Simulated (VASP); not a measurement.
Write the native input for VASP 6.6.1 that does the following.

| Property | Result |
| --- | --- |
| Task | single point |
| Functional | PBE |
| Potentials or basis | VASP PAW PBE potentials, release 64 (Ag_sv_GW, C) |
| Cutoff | 700 eV |
| k mesh | 7 × 7 × 4 |
| Occupations | gaussian, width 0.2 eV |
| Spin | no spin polarisation |
| Dipole correction | no |
| Further INCAR settings | ALGO = Normal; EDIFF = 1e-06; NBANDS = 20 |

The structure of AgC2 lies in POSCAR:

```
AgC2
1.0
    2.9868381901      0.0000000000      0.0000000000
    0.0000000000      2.9868381901      0.0000000000
    0.0000000000      0.0000000000      4.1762842212
Ag C
1 2
Direct
    0.0000000000      0.0000000000      0.0000000000
    0.5000000000      0.5000000000      0.3472117834
    0.5000000000      0.5000000000      0.6527882166
```

The cell was generated, and may not be a known phase.

These files were run (other wordings do the same):

INCAR

```
SYSTEM = AgC2
PREC = Accurate
ENCUT = 700
EDIFF = 1E-6
ISMEAR = 0
SIGMA = 0.2
LREAL = .FALSE.
LASPH = .TRUE.
NELM = 120
ALGO = Normal
ISIF = 2
LWAVE = .FALSE.
LCHARG = .FALSE.
GGA = PE
NBANDS = 20
GGA_COMPAT = .FALSE.
```

KPOINTS

```
regular mesh
0
G
  7 7 4
  0 0 0
```

Potentials or basis: VASP PAW PBE potentials, release 64 (Ag_sv_GW, C).

Run with:

```bash
$ cat potpaw_PBE.64/Ag_sv_GW/POTCAR potpaw_PBE.64/C/POTCAR > POTCAR
$ mpirun -np 1 vasp_std > vasp.out
```

It gave:

| Quantity | Value |
| --- | --- |
| Pressure | 0.2 GPa |
| Largest force | 0.021 eV/Å |
| Band gap on the k mesh | zero (an odd number of electrons rules out a gap without spin polarisation) |

Caveat: the k points lie up to 0.38 Å⁻¹ apart, too coarse for converged energies and pressures of a metal; an odd number of electrons without spin polarisation forces a metal; a magnetic or distorted state may lie lower.

It took 50 s on 1 thread of Intel(R) Xeon(R) Platinum 8375C CPU @ 2.90GHz (Ice Lake), on a shared host, peak memory 0.2 GiB.
